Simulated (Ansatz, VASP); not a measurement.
Two plane-wave programs on ZnS

```xyz
4
Lattice="3.8110 0.0000 0.0000 -1.9055 3.3004 0.0000 0.0000 0.0000 6.2340" Properties=species:S:1:pos:R:3 pbc="T T T"
Zn    0.0000    2.2003    0.0000
Zn    1.9055    1.1001    3.1170
S     0.0000    2.2003    2.7751
S     1.9055    1.1001    5.5171
```

Alike in both runs: task single point; functional PBE; k mesh 12 × 12 × 6; occupations gaussian, width 0.05 eV; no spin polarisation.

```csv
,VASP,Ansatz
version,VASP 6.6.1,Ansatz 0.2.0
potentials or method,"VASP PAW PBE potentials, release 64 (Zn, S), cutoff 520 eV","scalar-relativistic, plane waves, PAW"
valence electrons in the cell,36,36
```

VASP gave:

| Quantity | Value |
| --- | --- |
| gap on the k mesh at the Fermi level (eV) | 2.23 |
| least direct gap on the mesh (eV) | 2.26 |
| pressure (GPa) | 4.8 |
| traceless stress, the component that is largest in VASP (GPa) | -3.34 |
| rms of the force components (eV/Å) | 0.659 |

Problem. Estimate Ansatz's values.

Solution. gap on the k mesh at the Fermi level (eV): 2.23; least direct gap on the mesh (eV): 2.25; pressure (GPa): 4.6; traceless stress, the component that is largest in VASP (GPa): -3.26; rms of the force components (eV/Å): 0.656.

Atom by atom the forces differ by 0.004 eV/Å (rms over components).
